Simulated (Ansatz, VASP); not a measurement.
## Two plane-wave programs on Ni

File INCAR:

```
PREC = Accurate
ENCUT = 520
EDIFF = 1E-7
ISMEAR = -1
SIGMA = 0.05
LREAL = False
LASPH = True
NELM = 150
ALGO = Normal
ISIF = 2
LWAVE = False
LCHARG = False
ISPIN = 2
MAGMOM = 0.623 0.671 0.671
LORBIT = 11
LMAXMIX = 4
GGA = PS
NBANDS = 26
```

Contents of KPOINTS:

```
regular mesh
0
Gamma
  10 10 15
```

POSCAR

```
Ni
1.0
    3.9277595133      0.0000000000      0.0000000000
   -1.9638797566      3.4015395184      0.0000000000
    0.0000000000      0.0000000000      2.3786362171
Ni
3
Direct
    1.0000000000      1.0000000000      0.0000000000
    0.3333333333      0.6666666667      0.5000000000
    0.6666666667      0.3333333333      0.5000000000
```

Input for Ansatz:

```yaml
crystal:
  lattice:
    - [3.9277595133, 0.0, 0.0]
    - [-1.9638797566, 3.4015395184, 0.0]
    - [0.0, 0.0, 2.3786362171]
  atoms:
    - { symbol: Ni, position: [1.0, 1.0, 0.0], spin: 0.623 }
    - { symbol: Ni, position: [0.3333333333, 0.6666666667, 0.5], spin: 0.671 }
    - { symbol: Ni, position: [0.6666666667, 0.3333333333, 0.5], spin: 0.671 }
hamiltonian:
  xc: pbesol
  pseudopotentials:
    kind: paw
    azcp:
      Ni: "pseudopotentials/Ni.paw.azcp"
basis:
  ecutwfc: 420
  fft_grid_basis: typed
kpoints:
  mp_grid: { grid: [10, 10, 15], shift: [0, 0, 0] }
magnetization:
  spin_polarized: true
scf:
  occupations: { method: fermi_dirac, width: 0.05 }
  lower_state_search: "off"
output:
  stress: true
```

Alike in both runs: task single point; functional PBEsol; k mesh 10 × 10 × 15; occupations fermi-dirac, width 0.05 eV; collinear spin.

|  | VASP | Ansatz |
| --- | --- | --- |
| version | VASP 6.6.1 | Ansatz 0.2.0 |
| potentials or method | VASP PAW PBE potentials, release 64 (Ni), cutoff 520 eV | plane waves (420 eV) with PAW, scalar-relativistic |
| valence electrons in the cell | 30 | 54 |

|  | VASP | Ansatz | Ansatz less VASP |
| --- | --- | --- | --- |
| pressure (GPa) | -0.1 | 0.0 | +0.06 |
| net moment per atom (μB) | 0.61 | 0.62 | +0.012 |
| size of the moment on the site where the two differ most (μB) | 0.63 | 0.67 | +0.041 |

VASP's potentials were made for PBE, not for PBEsol, and Ansatz warns of the same on its side. Site moments also hang on the region over which each program counts them. With one functional, cell and mesh, what is left measures potentials, basis and numerics. VASP's potentials hold 30 valence electrons a cell and Ansatz's 54, so a difference there can come from the potentials and not from the codes.
